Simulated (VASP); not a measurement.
# Pb (Im-3m) in VASP: settings compared

The runs below take Pb through single point, with LDA, PBEsol-based screened hybrid with 25 % exact exchange, HSE06, PBE0.

All numbers are computed with VASP 6.6.1; they aren't measurements. Logs are shortened: lines on timing, memory, paths and dates and some standing lists are left out, and cuts for length are marked.

### 1 The cell of the first run

The structure is cubic, space group Im-3m (No. 229). The conventional cell has a = 4.011 Å, b = 4.011 Å, c = 4.011 Å, α = 90.00°, β = 90.00°, γ = 90.00°. Within 4.6 Å of Pb (site symmetry m-3m) lie 14 Pb at 3.47 to 4.01 Å.

This isn't the form of Pb at room conditions, which is fcc.

### 2 Single point, LDA, non-collinear spin, zero start, spin-orbit coupling (32.27 Å³/atom)

INCAR

```
SYSTEM = Pb
ALGO = Normal
EDIFF = 1E-6
ENCUT = 500
GGA_COMPAT = .FALSE.
ISIF = 2
ISMEAR = 0
LASPH = .TRUE.
LCHARG = .FALSE.
LORBIT = 11
LORBMOM = .TRUE.
LREAL = .FALSE.
LSORBIT = .TRUE.
LWAVE = .FALSE.
MAGMOM = 0 0 0
NBANDS = 25
NELM = 200
PREC = Accurate
SIGMA = 0.01
```

KPOINTS

```
k-points
0
G
  9 9 9
  0 0 0
```

POSCAR

```
Pb
1.0
   -2.0057107050      2.0057107050      2.0057107050
    2.0057107050     -2.0057107050      2.0057107050
    2.0057107050      2.0057107050     -2.0057107050
Pb
1
Direct
    0.0000000000      0.0000000000      0.0000000000
```

Potentials or basis: VASP PAW LDA potentials, release 64 (Pb_d).

Run with:

```bash
$ cat potpaw_LDA.64/Pb_d/POTCAR > POTCAR
$ mpirun -np 1 vasp_ncl > vasp.out
```

OUTCAR:

```text
SYSTEM = Pb
   EDIFF = 1E-6
   ENCUT = 500
   ISIF = 2
   ISMEAR = 0
   LASPH = .TRUE.
   LORBIT = 11
   LREAL = .FALSE.
   LSORBIT = .TRUE.
   NELM = 200
   PREC = Accurate

 ion  position               nearest neighbor table
   1  0.000  0.000  0.000-

  LATTYP: Found a body centered cubic cell.
 ALAT       =     4.0114214100

  Lattice vectors:

 A1 = (  -2.0057107050,   2.0057107050,   2.0057107050)
 A2 = (   2.0057107050,  -2.0057107050,   2.0057107050)
 A3 = (   2.0057107050,   2.0057107050,  -2.0057107050)

Analysis of symmetry for initial positions (statically):
=====================================================================
 Subroutine PRICEL returns:
 Original cell was already a primitive cell.

 Routine SETGRP: Setting up the symmetry group for a
 body centered cubic supercell.

 Subroutine GETGRP returns: Found 48 space group operations
 (whereof 48 operations were pure point group operations)
 out of a pool of 48 trial point group operations.

The static configuration has the point symmetry O_h .

Analysis of symmetry for dynamics (positions and initial velocities):
=====================================================================
 Subroutine PRICEL returns:
 Original cell was already a primitive cell.

 Routine SETGRP: Setting up the symmetry group for a
 body centered cubic supercell.

 Subroutine GETGRP returns: Found 48 space group operations
 (whereof 48 operations were pure point group operations)
 out of a pool of 48 trial point group operations.

The dynamic configuration has the point symmetry O_h .

Analysis of structural, dynamic, and magnetic symmetry:
=====================================================================
 Subroutine PRICEL returns:
 Original cell was already a primitive cell.

 Routine SETGRP: Setting up the symmetry group for a
 body centered cubic supercell.

 Subroutine GETGRP returns: Found 48 space group operations
 (whereof 48 operations were pure point group operations)
 out of a pool of 48 trial point group operations.

The overall configuration has the point symmetry O_h .

 Subroutine INISYM returns: Found 48 space group operations
 (whereof 48 operations are pure point group operations),
 and found     1 'primitive' translations

----------------------------------------------------------------------------------------

                                     Primitive cell

  volume of cell :      32.2749

  direct lattice vectors                    reciprocal lattice vectors
    -2.005710705  2.005710705  2.005710705     0.000000000  0.249288194  0.249288194
     2.005710705 -2.005710705  2.005710705     0.249288194  0.000000000  0.249288194
     2.005710705  2.005710705 -2.005710705     0.249288194  0.249288194  0.000000000

  length of vectors
     3.473992846  3.473992846  3.473992846     0.352546745  0.352546745  0.352546745

  position of ions in fractional coordinates (direct lattice)
     0.000000000  0.000000000  0.000000000

  ion indices of the primitive-cell ions
   primitive index   ion index
                 1           1

----------------------------------------------------------------------------------------

 KPOINTS: k-points

Automatic generation of k-mesh.
 Grid dimensions read from file:
 generate k-points for:    9    9    9

 Generating k-lattice:

  Cartesian coordinates                     Fractional coordinates (reciprocal lattice)
     0.000000000  0.027698688  0.027698688     0.111111111  0.000000000  0.000000000
     0.027698688  0.000000000  0.027698688     0.000000000  0.111111111  0.000000000
     0.027698688  0.027698688  0.000000000     0.000000000  0.000000000  0.111111111

  Length of vectors
     0.039171861  0.039171861  0.039171861

  Shift w.r.t. Gamma in fractional coordinates (k-lattice)
     0.000000000  0.000000000  0.000000000

 Subroutine IBZKPT returns following result:
 ===========================================

 Found     35 irreducible k-points:

[... 38 lines left out ...]
   ICHARG =      2    charge: 1-file 2-atom 10-const
   ISPIN  =      1    spin polarized calculation?
   LNONCOLLINEAR =      T non collinear calculations
   LSORBIT =      T    spin-orbit coupling
   LASPH  =      T    aspherical Exc in radial PAW
   ENCUT  =  500.0 eV  36.75 Ry    6.06 a.u.   6.33  6.33  6.33*2*pi/ulx,y,z
   NELM   =    200;   NELMIN=  2; NELMDL= -5     # of ELM steps
   EDIFF  = 0.1E-05   stopping-criterion for ELM
   LREAL  =      F    real-space projection
   EDIFFG = 0.1E-04   stopping-criterion for IOM
   NSW    =      0    number of steps for IOM
   IBRION =     -1    ionic relax: 0-MD 1-quasi-New 2-CG
   NFREE  =      0    steps in history (QN), initial steepest desc. (CG)
   ISIF   =      2    stress and relaxation
   ISYM   =      2    0-nonsym 1-usesym 2-fastsym
   POTIM  = 0.5000    time-step for ionic-motion
   TEBEG  =    0.0;   TEEND  =   0.0 temperature during run
   PSTRESS=    0.0 pullay stress
   NELECT =      14.0000    total number of electrons
   NUPDOWN=      -1.0000    fix difference up-down
   EMIN   =  10.00;   EMAX   =-10.00  energy-range for DOS
   EFERMI =   0.00;   METHOD = LEGACY
   ISMEAR =     0;   SIGMA  =   0.01  broadening in eV -4-tet -1-fermi 0-gaus
   EFERMI_NEDOS =   21; number of points for ismear=-14 and -15
   IALGO  =     38    algorithm
   IMIX   =      4    mixing-type and parameters
     AMIX     =   0.40;   BMIX     =  1.00
     AMIX_MAG =   1.60;   BMIX_MAG =  1.00
  volume/ion in A,a.u.               =      32.27       217.80
  Fermi-wavevector in a.u.,A,eV,Ry     =   1.239260  2.341862 20.895368  1.535766
  Thomas-Fermi vector in A             =   2.373751
   LORBIT       =     11    0 simple, 1 ext, 2 COOP (PROOUT), +10 PAW based schemes
   GGA     = CA    functional components
   LHFCALC =     F    Hartree Fock is set to
   AEXX    =    0.0000 exact exchange contribution
   IVDW    =     0    specifies the selected vdW correction
   LEPSILON=     F    determine dielectric tensor
   LRPA    =     F    only Hartree local field effects (RPA)
 Gauss-broadening in eV      SIGMA  =   0.01
  energy-cutoff  :      500.00
  volume of cell :       32.27
 maximum number of plane-waves:      1672
 NGX is ok and might be reduce to    28
   NGX = 13   NGY = 13   NGZ = 13

 number of electron      14.0000000 magnetization       0.0000000      0.0000000      0.0000000

 number of electron      13.9999997 magnetization       0.0000000     -0.0000000      0.0000000

 number of electron      13.9999997 magnetization      -0.0000000      0.0000000     -0.0000000

 Free energy of the ion-electron system (eV)
  ---------------------------------------------------
  ext. energy  EPLUGINS =         0.00000000
  ---------------------------------------------------
  free energy    TOTEN  =        -4.71066921 eV

  energy without entropy =       -4.70992992  energy(sigma->0) =       -4.71029957

 E-fermi :   6.2556     XC(G=0): -10.1435

 val. band max:        6.1552313742   @ k =  -0.2222   0.3333   0.1111
 cond. band min:       6.2556887471   @ k =   0.2222   0.1111   0.0000
 fundamental gap:      0.1004573729
 Fermi energy:         6.2555673604

 k-point     1 :       0.0000    0.0000    0.0000
  band No.  band energies     occupation
      1     -12.0474      1.00000
      2     -12.0474      1.00000
      3     -12.0474      1.00000
      4     -12.0474      1.00000
      5      -9.5831      1.00000
      6      -9.5831      1.00000
[... 661 lines left out ...]
     24      17.2113      0.00000
     25      18.8148      0.00000

 [... further k-points ...]
[... 5 lines left out ...]
  --------------------------------------------------------------------------------------
  -------------------------------------------------------------------------------------
  Total       -0.7149109     -0.7149109     -0.7149109     -0.0000000     -0.0000000      0.0000000
  in kB      -35.4893173    -35.4893173    -35.4893173     -0.0000000     -0.0000000      0.0000000
  external PRESSURE =     -35.4893173 kB  Pullay stress =       0.0000000 kB

 VOLUME and BASIS-vectors are now :
 -----------------------------------------------------------------------------
  energy-cutoff  :      500.00
  volume of cell :       32.27
      direct lattice vectors                 reciprocal lattice vectors
    -2.005710705  2.005710705  2.005710705     0.000000000  0.249288194  0.249288194
     2.005710705 -2.005710705  2.005710705     0.249288194  0.000000000  0.249288194
     2.005710705  2.005710705 -2.005710705     0.249288194  0.249288194  0.000000000

 POSITION                                       TOTAL-FORCE (eV/Angst)
 -----------------------------------------------------------------------------------
      0.00000      0.00000      0.00000        -0.000000      0.000000     -0.000000
 -----------------------------------------------------------------------------------
    total drift:                               -0.000000     -0.000000     -0.000000

  FREE ENERGIE OF THE ION-ELECTRON SYSTEM (eV)
  ---------------------------------------------------
  free  energy   TOTEN  =        -4.7106692132 eV

  energy  without entropy=       -4.7099299226  energy(sigma->0) =       -4.71029957

 orbital moment (x)

 # of ion     p       d       tot
 ----------------------------------------
  1        -0.000  -0.000  -0.000
 ----------------------------------------
           -0.000  -0.000  -0.000

 orbital moment (y)

 # of ion     p       d       tot
 ----------------------------------------
  1         0.000   0.000   0.000
 ----------------------------------------
            0.000   0.000   0.000

 orbital moment (z)

 # of ion     p       d       tot
 ----------------------------------------
  1         0.000  -0.000  -0.000
 ----------------------------------------
            0.000  -0.000  -0.000

 Spin-Orbit-Coupling matrix elements

 Ion:    1  E_soc:     -1.2223934
 l=   1
     0.0000000    -0.1349779    -0.1349779
    -0.1349779     0.0000000    -0.1349779
    -0.1349779    -0.1349779     0.0000000
 l=   2
     0.0000000    -0.0137205     0.0000000    -0.0137205    -0.0550338
    -0.0137205     0.0000000    -0.0412754    -0.0137205    -0.0137585
     0.0000000    -0.0412754     0.0000000    -0.0412754     0.0000000
    -0.0137205    -0.0137205    -0.0412754     0.0000000    -0.0137585
    -0.0550338    -0.0137585     0.0000000    -0.0137585     0.0000000
 l=   3
     0.0000000     0.0000000     0.0000000     0.0000000     0.0000000     0.0000000     0.0000000
     0.0000000     0.0000000     0.0000000     0.0000000     0.0000000     0.0000000     0.0000000
     0.0000000     0.0000000     0.0000000     0.0000000     0.0000000     0.0000000     0.0000000
     0.0000000     0.0000000     0.0000000     0.0000000     0.0000000     0.0000000     0.0000000
     0.0000000     0.0000000     0.0000000     0.0000000     0.0000000     0.0000000     0.0000000
     0.0000000     0.0000000     0.0000000     0.0000000     0.0000000     0.0000000     0.0000000
     0.0000000     0.0000000     0.0000000     0.0000000     0.0000000     0.0000000     0.0000000

 total charge

# of ion       s       p       d       tot
------------------------------------------
    1        1.399   0.746   9.803  11.948

 magnetization (x)

# of ion       s       p       d       tot
------------------------------------------
    1       -0.000   0.000   0.000  -0.000

 magnetization (y)

# of ion       s       p       d       tot
------------------------------------------
    1       -0.000   0.000  -0.000  -0.000

 magnetization (z)

# of ion       s       p       d       tot
------------------------------------------
    1       -0.000   0.000   0.000  -0.000
```

It took 49 s on 1 thread of Intel Xeon Platinum 8259CL at 2.50GHz (Skylake/Cascade Lake), shared host; peak memory 0.22 GiB.

Results:

```
Free energy                                           : -4.7107 eV
Pressure                                              : -3.5 GPa
Net moment                                            : 0.00 μB per cell
Valence electrons inside the program's atomic spheres : Pb 11.95
```

Moments on the atoms (μB; x, y, z):
```
Pb  0.00 0.00 0.00
```

Caveat: the cell stands under tension.

### 3 Single point, PBEsol-based screened hybrid with 25 % exact exchange

This run uses another cell than the first one, of 31.03 Å³/atom.

POSCAR

```
Pb
1.0
   -1.9796595650      1.9796595650      1.9796595650
    1.9796595650     -1.9796595650      1.9796595650
    1.9796595650      1.9796595650     -1.9796595650
Pb
1
Direct
    0.0000000000      0.0000000000      0.0000000000
```

INCAR.step1

```
PREC = Accurate
ENCUT = 400
EDIFF = 1E-5
ISMEAR = 0
SIGMA = 0.01
LREAL = False
LASPH = True
NELM = 120
ALGO = Normal
ISIF = 2
LWAVE = True
LCHARG = False
NBANDS = 13
GGA = PE
GGA_COMPAT = False
```

INCAR.step2

```
PREC = Accurate
ENCUT = 400
EDIFF = 1E-6
ISMEAR = 0
SIGMA = 0.01
LREAL = False
LASPH = True
NELM = 120
ALGO = Normal
ISIF = 2
LWAVE = False
LCHARG = False
GGA = PS
LHFCALC = True
AEXX = 0.25
HFSCREEN = 0.207
PRECFOCK = Normal
NBANDS = 13
ISTART = 1
GGA_COMPAT = False
```

KPOINTS

```
regular mesh
0
Gamma
  7 7 7
```

Potentials or basis: VASP PAW PBE potentials, release 64 (Pb_d).

Run with:

```bash
$ cat potpaw_PBE.64/Pb_d/POTCAR > POTCAR
$ cp INCAR.step1 INCAR
$ mpirun -np 1 vasp_std > vasp.out
$ cp INCAR.step2 INCAR
$ mpirun -np 1 vasp_std > vasp.out
```

Run time: 25 min. Hardware: 1 thread of Intel Xeon Platinum 8259CL at 2.50GHz (Skylake/Cascade Lake), shared host; peak memory 0.25 GiB.

The run converged. Its results:

- Free energy: -4.3712 eV
- Pressure: -2.8 GPa
- Band gap on the k mesh: zero (bands 7 and 8 overlap by 10.07 eV)

Levels at points of the mesh, in eV from the Fermi level:
```tsv
k point	band 4	band 5	band 6	band 7	band 8	band 9	band 10	band 11
(0.00, 0.00, 0.00)	-18.83	-18.83	-13.01	8.13	8.13	8.13	11.77	11.77
```

Caveat: the PAW data sets were made with another functional, which shifts forces and pressure a little; spin-orbit coupling is left out, which moves the levels of the heavy elements.

### 4 Single point, HSE06

POSCAR

```
Pb
1.0
   -2.0057107064      2.0057107064      2.0057107064
    2.0057107064     -2.0057107064      2.0057107064
    2.0057107064      2.0057107064     -2.0057107064
Pb
1
Direct
    0.0000000000      0.0000000000      0.0000000000
```

INCAR.step1

```
SYSTEM = Pb
PREC = Accurate
ENCUT = 520
EDIFF = 1E-5
ISMEAR = -1
SIGMA = 0.05
LREAL = .False.
LASPH = .True.
NELM = 100
ALGO = Normal
ISIF = 2
LWAVE = .True.
GGA = PE
NBANDS = 13
```

INCAR.step2

```
SYSTEM = Pb
PREC = Accurate
ENCUT = 520
EDIFF = 1E-7
ISMEAR = -1
SIGMA = 0.05
LREAL = .False.
LASPH = .True.
NELM = 100
ALGO = Normal
ISIF = 2
LWAVE = .False.
LCHARG = .True.
GGA = PE
LHFCALC = .True.
HFSCREEN = 0.2079
PRECFOCK = Normal
LELF = .True.
LVHAR = .True.
ISTART = 1
NBANDS = 13
```

KPOINTS

```
regular mesh
0
Gamma
  6 6 6
  0 0 0
```

Run with:

```bash
$ cat potpaw_PBE.64/Pb_d/POTCAR > POTCAR
$ cp INCAR.step1 INCAR
$ mpirun -np 1 vasp_std > vasp.out
$ cp INCAR.step2 INCAR
$ mpirun -np 1 vasp_std > vasp.out
```

Wall time 32 min (1 thread of Intel Xeon Platinum 8259CL at 2.50GHz (Skylake/Cascade Lake), shared host); peak memory 0.27 GiB.

It converged, with:

| Quantity | Value |
| --- | --- |
| Free energy | -4.0412 eV |
| Pressure | -2.0 GPa |
| Band gap on the k mesh | zero (bands 7 and 8 overlap by 10.03 eV) |

Levels at points of the mesh, in eV from the Fermi level:
```
           k point  band 5  band 6  band 7  band 8  band 9  band 10
(0.00, 0.00, 0.00)  -18.70  -12.52    8.00    8.00    8.00    11.87
(0.50, 0.00, 0.00)  -18.57   -8.49   -4.17    3.83    5.63     7.85
(0.50, 0.50, 0.50)  -18.61   -5.67   -0.19   -0.19   -0.19     4.90
```

Caveat: the k points lie up to 0.37 Å⁻¹ apart, too coarse for converged energies and pressures of a metal; the PAW data sets were made with another functional, which shifts forces and pressure a little; spin-orbit coupling is left out, which moves the levels of the heavy elements.

### 5 Single point, PBE0

POSCAR is that of step 4.

INCAR.step1

```
PREC = Accurate ; ENCUT = 520
EDIFF = 1E-5 ; ISMEAR = -1
SIGMA = 0.05 ; LREAL = F
LASPH = T ; NELM = 60
ALGO = Normal ; ISIF = 2
LWAVE = T ; LCHARG = F
GGA = PE ; NBANDS = 13
```

INCAR.step2

```
PREC = Accurate ; ENCUT = 520
EDIFF = 1E-7 ; ISMEAR = -1
SIGMA = 0.05 ; LREAL = F
LASPH = T ; NELM = 60
ALGO = Normal ; ISIF = 2
LWAVE = F ; LCHARG = F
GGA = PE ; LHFCALC = T
AEXX = 0.25 ; PRECFOCK = Normal
ISTART = 1 ; NBANDS = 13
```

KPOINTS

```
Automatic mesh
0
Gamma
  6 6 6
```

Run with:

```bash
$ cat potpaw_PBE.64/Pb_d/POTCAR > POTCAR
$ cp INCAR.step1 INCAR
$ mpirun -np 1 vasp_std > vasp.out
$ cp INCAR.step2 INCAR
$ mpirun -np 1 vasp_std > vasp.out
```

Wall time 29 min (1 thread of Intel Xeon Platinum 8259CL at 2.50GHz (Skylake/Cascade Lake), shared host); peak memory 0.17 GiB.

Results (log left out):

* Free energy: -4.5240 eV
* Pressure: -2.2 GPa
* Band gap on the k mesh: zero (bands 7 and 8 overlap by 10.78 eV)

Levels at points of the mesh, in eV from the Fermi level:
```csv
k point,band 5,band 6,band 7,band 8,band 9,band 10
"(0.00, 0.00, 0.00)",-18.98,-12.83,8.54,8.54,8.54,12.37
"(0.50, 0.00, 0.00)",-18.85,-8.77,-4.47,4.35,6.14,8.35
"(0.50, 0.50, 0.50)",-18.88,-5.89,-0.28,-0.28,-0.28,5.35
```

Caveat: the k points lie up to 0.37 Å⁻¹ apart, too coarse for converged energies and pressures of a metal; the PAW data sets were made with another functional, which shifts forces and pressure a little; spin-orbit coupling is left out, which moves the levels of the heavy elements.

(Continued in part 2 of 2.)
